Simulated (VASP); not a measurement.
Set up this calculation in VASP 6.6.1, as the native input.

* Task: single point
* Functional: r2SCAN
* Potentials or basis: VASP PAW PBE potentials, release 64 (Mg)
* Cutoff: 520 eV
* k mesh: 14 × 14 × 14
* Occupations: fermi-dirac, width 0.1 eV
* Spin: no spin polarisation
* Dipole correction: no
* Further INCAR settings: ALGO = Normal; EDIFF = 1e-07; NBANDS = 7

The system is Mg.

```xyz
1
Lattice="-1.7043 1.7043 1.7043 1.7043 -1.7043 1.7043 1.7043 1.7043 -1.7043" Properties=species:S:1:pos:R:3 pbc="T T T"
Mg    0.0000    0.0000    0.0000
```

This isn't the form of Mg at room conditions, which is hcp.

One way to write it, as run:

POSCAR

```
Mg
1.0
   -1.7042685217      1.7042685217      1.7042685217
    1.7042685217     -1.7042685217      1.7042685217
    1.7042685217      1.7042685217     -1.7042685217
Mg
1
Direct
    0.0000000000      0.0000000000      0.0000000000
```

INCAR.step1

```
ALGO = Normal ; EDIFF = 1E-4
ENCUT = 520 ; GGA = PE
ISMEAR = -1 ; LASPH = T
LCHARG = F ; LREAL = F
LWAVE = T ; NBANDS = 7
NELM = 100 ; PREC = Accurate
SIGMA = 0.1
```

INCAR.step2

```
ALGO = Normal ; EDIFF = 1E-7
ENCUT = 520 ; ISIF = 2
ISMEAR = -1 ; ISTART = 1
LASPH = T ; LCHARG = F
LMIXTAU = T ; LREAL = F
LWAVE = F ; METAGGA = R2SCAN
NBANDS = 7 ; NELM = 100
PREC = Accurate ; SIGMA = 0.1
```

KPOINTS

```
k-points
0
Gamma
  14 14 14
```

Potentials or basis: VASP PAW PBE potentials, release 64 (Mg).

Command:

```sh
$ cat potpaw_PBE.64/Mg/POTCAR > POTCAR
$ cp INCAR.step1 INCAR
$ mpirun -np 1 vasp_std > vasp.out
$ cp INCAR.step2 INCAR
$ mpirun -np 1 vasp_std > vasp.out
```

Results of the run:

* Pressure: 6.2 GPa
* Band gap on the k mesh: zero (bands 1 and 2 overlap by 5.03 eV)

Caveat: the cell stands under pressure; the PAW data sets were made with another functional, which shifts forces and pressure a little.

It took 110 s on 1 thread of AMD EPYC 7R13, with other jobs on the host, peak memory 0.12 GiB.
